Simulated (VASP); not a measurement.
# H23NO10 in VASP: a series of runs

Runs on H23NO10. Level: r2SCAN+D3(BJ). Tasks: single point.

All numbers are computed with VASP 6.6.1; they aren't measurements. Logs are shortened: lines on timing, memory, paths and dates and some standing lists are left out, and cuts for length are marked.

### 1 The cell of the first run

The cell holds an amorphous packing of atoms, 34 atoms: a = 6.473 Å, b = 6.473 Å, c = 6.473 Å, α = 90.00°, β = 90.00°, γ = 90.00°.

### 2 Single point, r2SCAN+D3(BJ)

Input file POSCAR:

```
H23NO10
1.0
    6.4728650000      0.0000000000      0.0000000000
    0.0000000000      6.4728650000      0.0000000000
    0.0000000000      0.0000000000      6.4728650000
O H N
10 23 1
Direct
    0.2588830711      0.6267624516      0.2689725306
    0.0921093646      0.1148260314      0.0554871477
    0.7481347634      0.3243199014      0.1754830568
    0.8688939632      0.8143348878      0.8718369986
    0.3971307450      0.2062667893      0.3531982029
    0.8499741773      0.5357306914      0.5078528703
    0.3221766836      0.8656805583      0.6088644715
    0.1426671988      0.3077095139      0.6850763565
    0.4903507733      0.9052871586      1.0389244743
    0.9234191511     -0.0508228729      0.4735782486
    0.3503375857      0.7083863460      0.1799883814
    0.3154979835      0.4875914347      0.2729978890
    0.1183742706      0.1873677007     -0.0755901148
    0.0356728625     -0.0172107168      0.0080103089
    0.6712297967      0.3791957440      0.0467763796
    0.8712148727      0.2539477900      0.1229871167
    0.9017108733      0.6705621350      0.8519047117
    0.8591100398      0.8711259791      0.7323581443
    0.3201614832      0.1413224760      0.2410469926
    0.5374224080      0.2237696335      0.2953495488
    0.8919233578      0.6730151892      0.4611217406
    0.8138149272      0.4624451186      0.3785211168
    0.3941255589      0.9705488915      0.5283668745
    0.3104123510      0.7509301288      0.5094012521
    0.0357761856      0.3962144914      0.6217273689
    0.2355718896      0.2753839923      0.5713205115
    0.4152457094      0.9314794492      0.9109103777
    0.6309549313      0.8732096408      0.9940343681
    0.9031917496      0.0455003123      0.3617672234
    1.0696232609     -0.0429012941      0.5108920483
    0.4973702127      0.6125263128      0.8645669488
    0.6315410403      0.4665848059      0.7140953508
    0.4127759442      0.3859370151      0.8135808958
    0.5453810140      0.4640141131      0.8465147070
```

Input file INCAR.step1:

```
ALGO = Normal
EDIFF = 1E-4
ENCUT = 520
GGA = PE
ISMEAR = -1
LASPH = True
LCHARG = False
LREAL = Auto
LWAVE = True
NBANDS = 67
NELM = 60
PREC = Accurate
SIGMA = 0.02
```

Input file INCAR.step2:

```
ALGO = Normal
EDIFF = 1E-6
ENCUT = 520
ISIF = 2
ISMEAR = -1
ISTART = 1
IVDW = 12
LASPH = True
LCHARG = True
LELF = True
LMIXTAU = True
LREAL = Auto
LVHAR = True
LWAVE = False
METAGGA = R2SCAN
NBANDS = 67
NELM = 60
PREC = Accurate
SIGMA = 0.02
VDW_A1 = 0.49484001
VDW_A2 = 5.73083694
VDW_S6 = 1.0
VDW_S8 = 0.78981345
```

Input file KPOINTS:

```
k-points
0
Gamma
  1 1 1
```

Potentials or basis: VASP PAW PBE potentials, release 64 (O, H, N).

On the command line:

```
$ cat potpaw_PBE.64/O/POTCAR potpaw_PBE.64/H/POTCAR potpaw_PBE.64/N/POTCAR > POTCAR
$ cp INCAR.step1 INCAR
$ mpirun -np 1 vasp_gam > vasp.out
$ cp INCAR.step2 INCAR
$ mpirun -np 1 vasp_gam > vasp.out
```

OUTCAR:

```text
EDIFF = 1E-6
   ENCUT = 520
   ISIF = 2
   ISMEAR = -1
   ISTART = 1
   IVDW = 12
   LASPH = True
   LREAL = Auto
   METAGGA = R2SCAN
   NELM = 60
   PREC = Accurate
 IVDW          = 12

 ion  position               nearest neighbor table
   1  0.259  0.627  0.269-  12 0.97  11 0.98
   2  0.092  0.115  0.055-  14 0.98  13 0.98
   3  0.748  0.324  0.175-  16 0.98  15 1.03
   4  0.869  0.814  0.872-  17 0.96  18 0.98
   5  0.397  0.206  0.353-  19 0.98  20 0.99
   6  0.850  0.536  0.508-  21 0.98  22 0.99
   7  0.322  0.866  0.609-  23 0.97  24 0.99
   8  0.143  0.308  0.685-  26 0.97  25 0.99
   9  0.490  0.905  0.039-  27 0.98  28 0.98
  10  0.923  0.949  0.474-  29 0.96  30 0.98
  11  0.350  0.708  0.180-   1 0.98
  12  0.315  0.488  0.273-   1 0.97
  13  0.118  0.187  0.924-   2 0.98
  14  0.036  0.983  0.008-   2 0.98
  15  0.671  0.379  0.047-   3 1.03
  16  0.871  0.254  0.123-   3 0.98
[... 15 lines left out ...]
  32  0.632  0.467  0.714-  34 1.02
  33  0.413  0.386  0.814-  34 1.02
  34  0.545  0.464  0.847-  31 1.02  33 1.02  32 1.02

  LATTYP: Found a simple cubic cell.
 ALAT       =     6.4728650000

  Lattice vectors:

 A1 = (   6.4728650000,   0.0000000000,   0.0000000000)
 A2 = (   0.0000000000,   6.4728650000,   0.0000000000)
 A3 = (   0.0000000000,   0.0000000000,   6.4728650000)

Analysis of symmetry for initial positions (statically):
=====================================================================
 Subroutine PRICEL returns:
 Original cell was already a primitive cell.

 Routine SETGRP: Setting up the symmetry group for a
 simple cubic supercell.

 Subroutine GETGRP returns: Found  1 space group operations
 (whereof  1 operations were pure point group operations)
 out of a pool of 48 trial point group operations.

The static configuration has the point symmetry C_1 .

Analysis of symmetry for dynamics (positions and initial velocities):
=====================================================================
 Subroutine PRICEL returns:
 Original cell was already a primitive cell.

 Routine SETGRP: Setting up the symmetry group for a
 simple cubic supercell.

 Subroutine GETGRP returns: Found  1 space group operations
 (whereof  1 operations were pure point group operations)
[... 141 lines left out ...]
   NELM   =     60;   NELMIN=  2; NELMDL=  0     # of ELM steps
   EDIFF  = 0.1E-05   stopping-criterion for ELM
   LREAL  =      T    real-space projection
   EDIFFG = 0.1E-04   stopping-criterion for IOM
   NSW    =      0    number of steps for IOM
   IBRION =     -1    ionic relax: 0-MD 1-quasi-New 2-CG
   NFREE  =      0    steps in history (QN), initial steepest desc. (CG)
   ISIF   =      2    stress and relaxation
   ISYM   =      2    0-nonsym 1-usesym 2-fastsym
   POTIM  = 0.5000    time-step for ionic-motion
   TEBEG  =    0.0;   TEEND  =   0.0 temperature during run
   PSTRESS=    0.0 pullay stress
   NELECT =      88.0000    total number of electrons
   NUPDOWN=      -1.0000    fix difference up-down
   EMIN   =  10.00;   EMAX   =-10.00  energy-range for DOS
   EFERMI =   0.00;   METHOD = LEGACY
   ISMEAR =    -1;   SIGMA  =   0.02  broadening in eV -4-tet -1-fermi 0-gaus
   EFERMI_NEDOS =   21; number of points for ismear=-14 and -15
   IALGO  =     38    algorithm
   IMIX   =      4    mixing-type and parameters
     AMIX     =   0.40;   BMIX     =  1.00
     AMIX_MAG =   1.60;   BMIX_MAG =  1.00
  volume/ion in A,a.u.               =       7.98        53.83
  Fermi-wavevector in a.u.,A,eV,Ry     =   1.124965  2.125876 17.218815  1.265547
  Thomas-Fermi vector in A             =   2.261640
   LORBIT       =      0    0 simple, 1 ext, 2 COOP (PROOUT), +10 PAW based schemes
   METAGGA = R2SCAN    functional components
   LHFCALC =     F    Hartree Fock is set to
   AEXX    =    0.0000 exact exchange contribution
   IVDW    =    12    specifies the selected vdW correction
   LEPSILON=     F    determine dielectric tensor
   LRPA    =     F    only Hartree local field effects (RPA)
 non-spin polarized calculation
  energy-cutoff  :      520.00
  volume of cell :      271.20
 maximum number of plane-waves:      3577
   NGX = 25   NGY = 25   NGZ = 25

 number of electron      87.9999995 magnetization

 Free energy of the ion-electron system (eV)
  ---------------------------------------------------
  ext. energy  EPLUGINS =         0.00000000
  ---------------------------------------------------
  free energy    TOTEN  =      -179.42869971 eV

  energy without entropy =     -179.42869971  energy(sigma->0) =     -179.42869971

 E-fermi :  -2.4436     XC(G=0):  -8.1328

 val. band max:       -2.9906176845   @ k =   0.0000   0.0000   0.0000
 cond. band min:       2.3474695472   @ k =   0.0000   0.0000   0.0000
 fundamental gap:      5.3380872317
 Fermi energy:        -2.4435705695

 k-point     1 :       0.0000    0.0000    0.0000
  band No.  band energies     occupation
      1     -23.6818      2.00000
      2     -23.2280      2.00000
      3     -23.0671      2.00000
      4     -22.8573      2.00000
      5     -22.6611      2.00000
      6     -22.5738      2.00000
[... 48 lines left out ...]
     55       8.1215      0.00000
     56       8.3985      0.00000
 [bands above 56 left out]

------------------------ aborting loop because EDIFF is reached ----------------------------------------

 Edisp (eV)   -0.71270

 E8    (eV) :    -0.1025

  FORCE on cell =-STRESS in cart. coord.  units (eV):
  Direction    XX          YY          ZZ          XY          YZ          ZX
  --------------------------------------------------------------------------------------
  -------------------------------------------------------------------------------------
  Total       1.40637     2.63612    -1.11397     0.71698     1.47741    -0.78329
  in kB       8.30844    15.57351    -6.58106     4.23574     8.72813    -4.62748
  external pressure =        5.77 kB  Pullay stress =        0.00 kB

 VOLUME and BASIS-vectors are now :
 -----------------------------------------------------------------------------
  energy-cutoff  :      520.00
  volume of cell :      271.20
      direct lattice vectors                 reciprocal lattice vectors
     6.472865000  0.000000000  0.000000000     0.154491095  0.000000000  0.000000000
     0.000000000  6.472865000  0.000000000     0.000000000  0.154491095  0.000000000
     0.000000000  0.000000000  6.472865000     0.000000000  0.000000000  0.154491095

 POSITION                                       TOTAL-FORCE (eV/Angst)
 -----------------------------------------------------------------------------------
      1.67572      4.05695      1.74102         0.111851     -0.037579      0.006056
      0.59621      0.74325      0.35916         0.007741      0.092785      0.027419
      4.84258      2.09928      1.13588        -0.142285      0.071615     -0.052125
      5.62423      5.27108      5.64328        -0.020943      0.047532      0.094508
      2.57057      1.33514      2.28620         0.063834      0.041449      0.065997
      5.50177      3.46771      3.28726         0.013782      0.018345     -0.037925
[... 26 lines left out ...]
      2.67184      2.49812      5.26620         0.068949     -0.008502      0.036578
      3.53018      3.00350      5.47938        -0.027633      0.005613     -0.048503
 -----------------------------------------------------------------------------------
    total drift:                               -0.004920     -0.003357     -0.007883

  FREE ENERGIE OF THE ION-ELECTRON SYSTEM (eV)
  ---------------------------------------------------
  free  energy   TOTEN  =      -180.1414047028 eV

  energy  without entropy=     -180.1414047028  energy(sigma->0) =     -180.14140470
```

OUTCAR.step1:

```text
EDIFF = 1E-4
   ENCUT = 520
   GGA = PE
   ISMEAR = -1
   LASPH = True
   LREAL = Auto
   NELM = 60
[... 352 lines left out ...]
      2.57057      1.33514      2.28620        -0.101697      0.157296      0.503339
      5.50177      3.46771      3.28726        -0.028429     -0.176715      0.416831
[... 26 lines left out ...]
      2.67184      2.49812      5.26620        -0.155409     -0.131129     -0.019006
      3.53018      3.00350      5.47938         0.111952     -0.102118      0.144478
 -----------------------------------------------------------------------------------
    total drift:                               -0.004578     -0.000506     -0.010439

  FREE ENERGIE OF THE ION-ELECTRON SYSTEM (eV)
  ---------------------------------------------------
  free  energy   TOTEN  =      -166.3955433521 eV

  energy  without entropy=     -166.3955433521  energy(sigma->0) =     -166.39554335
```

It took 74 s on 1 thread of AMD EPYC 9R45 (Zen 5), shared host; peak memory 0.3 GiB.

What came out:

```
Free energy                : -180.1414 eV
Pressure                   : 0.6 GPa
Largest force              : 0.262 eV/Å
Band gap on the k mesh     : 5.34 eV
Dispersion energy per atom : -0.021 eV
```

Forces in eV/Å, atoms in the order of the input:
```
O    0.112 -0.038  0.006
O    0.008  0.093  0.027
O   -0.142  0.072 -0.052
O   -0.021  0.048  0.095
O    0.064  0.041  0.066
O    0.014  0.018 -0.038
O   -0.032  0.017  0.093
O    0.021  0.010  0.110
O   -0.188 -0.009 -0.158
O    0.037  0.028 -0.089
H    0.016  0.085 -0.032
H   -0.045 -0.027  0.073
H    0.053  0.136 -0.149
H   -0.084 -0.182 -0.002
H   -0.057  0.031  0.014
H    0.222 -0.130 -0.052
H    0.010 -0.150  0.065
H    0.002  0.127 -0.120
H   -0.171 -0.060 -0.133
H    0.073  0.059  0.035
H   -0.055  0.035  0.083
H   -0.051 -0.080 -0.050
H    0.031  0.195 -0.037
H   -0.020 -0.098 -0.032
H   -0.178  0.122 -0.041
H    0.128 -0.059 -0.042
H    0.066 -0.130  0.120
H    0.084 -0.022 -0.005
H   -0.108  0.001  0.044
H    0.133 -0.052  0.111
H    0.061 -0.068  0.032
H   -0.021 -0.011  0.071
H    0.069 -0.009  0.037
N   -0.028  0.006 -0.049
```

Stress tensor (GPa, compression positive):
```
 0.83  0.42 -0.46
 0.42  1.56  0.87
-0.46  0.87 -0.66
```

Levels at points of the mesh, in eV from the valence-band top:
| k point | band 40 | band 41 | band 42 | band 43 | band 44 | band 45 | band 46 | band 47 | band 48 | band 49 |
| --- | --- | --- | --- | --- | --- | --- | --- | --- | --- | --- |
| (0.00, 0.00, 0.00) | -0.64 | -0.61 | -0.56 | -0.54 | 0.00 | 5.34 | 8.43 | 8.80 | 9.02 | 9.29 |

Caveat: the k points lie up to 0.97 Å⁻¹ apart; the PAW data sets were made with another functional, which shifts forces and pressure a little.

### 3 Single point, r2SCAN+D3(BJ)

Input file POSCAR:

```
H23NO10
1.0
    6.4728650000      0.0000000000      0.0000000000
    0.0000000000      6.4728650000      0.0000000000
    0.0000000000      0.0000000000      6.4728650000
O H N
10 23 1
Direct
    0.2841245723      0.6135150355      0.2808802594
    0.0828072268      0.1331713237      0.0745574023
    0.7504250436      0.3086268600      0.1596665464
    0.8715151637      0.8006500985      0.8826694207
    0.3881897738      0.1945969829      0.3460755013
    0.8237156190      0.5536806345      0.5079667195
    0.3207235127      0.8599283316      0.5856293929
    0.1373580323      0.3469252024      0.7082026274
    0.4792931723      0.9006985315      1.0363262636
    0.9326472899     -0.0371242101      0.4622064573
    0.3535219721      0.6619479937      0.1685961317
    0.3126590775      0.4675981965      0.3247557303
    0.0707878196      0.2070953125     -0.0469189455
    0.0072147341      0.0150474326      0.0738776415
    0.6456800814      0.3074218294      0.0483557127
    0.8770150467      0.2155305263      0.1118206544
    0.8613033023      0.6730868016      0.7824201493
    0.8920315811      0.9019653585      0.7785733211
    0.3303792061      0.1929593773      0.2206750797
    0.5454308100      0.2340385594      0.3352147774
    0.8750839080      0.6582402074      0.4106373298
    0.7621818159      0.4362365042      0.4221160182
    0.4219924253      0.9394603472      0.5009837220
    0.3257444733      0.7238062280      0.5096661216
    0.0475678081      0.4614649000      0.6668299123
    0.1951840491      0.2790881627      0.5909747847
    0.4375187803      0.8933602045      0.8964654755
    0.6241285737      0.8614577934      1.0161497266
    0.9235014171      0.0820811186      0.3844510893
    1.0742074800     -0.0268505523      0.5410741611
    0.5355124817      0.5837291524      0.8799503775
    0.6698579377      0.4267816492      0.7424224049
    0.4330848859      0.3829525257      0.7818176341
    0.5622394411      0.4341354253      0.8620294105
```

Input file INCAR.step1:

```
PREC = Accurate
ENCUT = 520
ISMEAR = -1
SIGMA = 0.02
LREAL = Auto
LASPH = T
NELM = 80
NBANDS = 67
GGA = PE
ALGO = Normal
EDIFF = 1E-4
LWAVE = T
LCHARG = F
```

Input file INCAR.step2:

```
PREC = Accurate
ENCUT = 520
EDIFF = 1E-6
ISMEAR = -1
SIGMA = 0.02
LREAL = Auto
LASPH = T
NELM = 80
ALGO = Normal
ISIF = 2
LWAVE = F
LCHARG = F
METAGGA = R2SCAN
LMIXTAU = T
IVDW = 12
VDW_S6 = 1.0
VDW_S8 = 0.78981345
VDW_A1 = 0.49484001
VDW_A2 = 5.73083694
NBANDS = 67
ISTART = 1
```

Input file KPOINTS:

```
regular mesh
0
Gamma
  1 1 1
```

Potentials or basis: VASP PAW PBE potentials, release 64 (O, H, N).

On the command line:

```
$ cat potpaw_PBE.64/O/POTCAR potpaw_PBE.64/H/POTCAR potpaw_PBE.64/N/POTCAR > POTCAR
$ cp INCAR.step1 INCAR
$ mpirun -np 1 vasp_gam > vasp.out
$ cp INCAR.step2 INCAR
$ mpirun -np 1 vasp_gam > vasp.out
```

It took 68 s on 1 thread of AMD EPYC 9R45 (Zen 5), shared host; peak memory 0.3 GiB.

The run converged. Its results:

| Quantity | Value |
| --- | --- |
| Free energy | -176.6528 eV |
| Pressure | 2.6 GPa |
| Largest force | 7.240 eV/Å |
| Band gap on the k mesh | 4.69 eV |
| Dispersion energy per atom | -0.021 eV |

Forces in eV/Å, atoms in the order of the input:
```
O   -2.319 -2.739  3.870
O    2.206  1.680  2.494
O    1.820 -1.830  1.539
O   -0.222 -2.972 -1.261
O    4.293  1.509  5.632
O   -0.512 -1.024 -0.778
O    1.292 -0.252  0.130
O   -0.428  0.348  1.341
O    0.973 -0.444  0.731
O    1.948 -1.610  2.782
H    2.098  1.108 -2.752
H    0.140  1.153 -1.167
H    0.344  1.216 -3.066
H   -1.246 -3.914 -0.549
H   -0.087  0.723 -0.482
H   -1.976  2.102  1.324
H   -0.048  2.169  1.911
H    0.001  1.008 -0.864
H   -1.751 -0.662 -4.664
H   -2.422 -0.816 -0.847
H   -0.226 -0.286  0.316
H    1.170  1.676  0.321
H   -1.156 -0.264  0.558
H   -0.431  1.172  0.072
H    0.228 -0.633 -0.695
H    0.175 -0.137 -0.978
H   -1.083  0.186 -1.500
H    0.056  0.159  0.372
H   -0.228  2.099 -1.242
H   -1.551 -0.692 -1.722
H   -0.114  1.101  0.266
H   -0.384  0.217  1.041
H    0.243  0.304  0.774
N   -0.804 -1.658 -2.904
```

Stress tensor (GPa, compression positive):
```
 0.24  0.25  0.85
 0.25  2.32 -3.06
 0.85 -3.06  5.39
```

Levels at points of the mesh, in eV from the valence-band top:
```
           k point  band 41  band 42  band 43  band 44  band 45  band 46  band 47  band 48
(0.00, 0.00, 0.00)    -0.79    -0.72    -0.56     0.00     4.69     7.92     8.23     8.46
```

Caveat: the k points lie up to 0.97 Å⁻¹ apart; the PAW data sets were made with another functional, which shifts forces and pressure a little.

[end of part 1 of 2]
